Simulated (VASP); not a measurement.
The system is CdSe3S.

```
CELL_PARAMETERS angstrom
4.63358 0.00000 0.00000
0.00000 4.63358 0.00000
0.00000 0.00000 5.86312
ATOMIC_POSITIONS crystal
Cd 0.00000 0.00000 0.00000
Se 0.50000 0.50000 0.10590
Se 0.00000 0.50000 0.50000
Se 0.50000 0.00000 0.50000
S 0.50000 0.50000 0.66200
```

```yaml
Program: VASP 6.6.1
Task: relaxation of cell and atoms
Functional: PBE
Potentials_or_basis: VASP PAW PBE potentials, release 64 (Cd, Se, S)
Cutoff: 600 eV
k_mesh: 4 × 4 × 4
Occupations: gaussian, width 0.1 eV
Spin: no spin polarisation
```

At the start: pressure -1.7 GPa; volume 25.18 Å³/atom.

Task: Where does the relaxation end?

Result: Over 45 steps the energy falls by 186.9 meV/atom and the volume is 30.60 Å³/atom (+21.5 %); space group P4mm (No. 99, to 0.05 Å).

The path:
```csv
step,energy change (eV),largest force (eV/Å),pressure (GPa),volume (Å³)
1,0.0000,0.6648,-1.67,125.88
3,-0.1264,0.3043,1.85,117.31
5,-0.2305,0.2842,1.83,118.57
7,-0.4113,1.2341,0.37,126.02
9,-0.5352,1.6380,-1.72,137.30
11,-0.7384,0.4727,1.87,158.52
13,-0.7901,0.4816,0.87,153.92
15,-0.8356,0.4443,0.21,155.25
17,-0.8648,0.3613,-0.21,158.32
19,-0.8795,0.7035,-1.53,162.09
21,-0.9071,0.2986,-0.72,159.58
23,-0.9180,0.0775,0.05,157.11
25,-0.9187,0.0444,0.00,157.26
27,-0.9191,0.0468,-0.03,157.31
29,-0.9209,0.0743,-0.26,157.47
31,-0.9211,0.1248,-0.38,157.57
33,-0.9215,0.1238,-0.38,157.48
35,-0.9231,0.1199,-0.33,157.07
37,-0.9279,0.1034,-0.16,155.42
39,-0.9298,0.0934,0.05,153.64
41,-0.9313,0.0828,0.03,153.41
43,-0.9333,0.0763,-0.21,153.74
45,-0.9346,0.0392,0.00,152.99
```

Final structure:
```xyz
5
Lattice="4.2103 0.0000 0.0000 0.0000 4.2103 0.0000 0.0000 0.0000 8.6306" Properties=species:S:1:pos:R:3 pbc="T T T"
Cd    0.0000    0.0000    0.6893
Se    2.1052    2.1052    0.6619
Se    0.0000    2.1052    4.2845
Se    2.1052    0.0000    4.2845
S     2.1052    2.1052    5.3378
```

Caveat: the volume moved by over 15 % at a fixed basis, so the end points are rough.
